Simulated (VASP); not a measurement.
Runs of VASP 6.6.1 on GaAs (WC type). It takes space group P-6m2 (No. 187, hexagonal). Conventional cell: a = 3.840 Å, b = 3.840 Å, c = 3.240 Å, α = 90.00°, β = 90.00°, γ = 120.00°. Ga (site symmetry -6m2) has 6 As at 2.75 Å and 2 Ga at 3.24 Å within 3.6 Å. As (site symmetry -6m2) has 6 Ga at 2.75 Å and 2 As at 3.24 Å within 3.6 Å. 

```csv
task,level,spin,gap on the mesh (eV),pressure (GPa)
single point,PBEsol,off,none,-3.2
single point,PBE,off,none,(a)
single point,PBE,"non-collinear, zero start, SOC",-,0.2
electric field gradients,PBEsol,off,none,-3.2
```

Alike in all rows: potentials or basis VASP PAW PBE potentials, release 64 (Ga_d, As); cell as given; k mesh 13 × 13 × 11; cutoff (eV) 520; smearing fermi-dirac 0.05 eV.

Fill in the values left out.

(a) 0.1.

Caveats: the PAW data sets were made with another functional, which shifts forces and pressure a little (some runs).

A k mesh can miss the band edges, and rows without SOC leave out spin-orbit coupling on As, Ga.

A gap of «none» marks levels without a gap at the run's occupations.
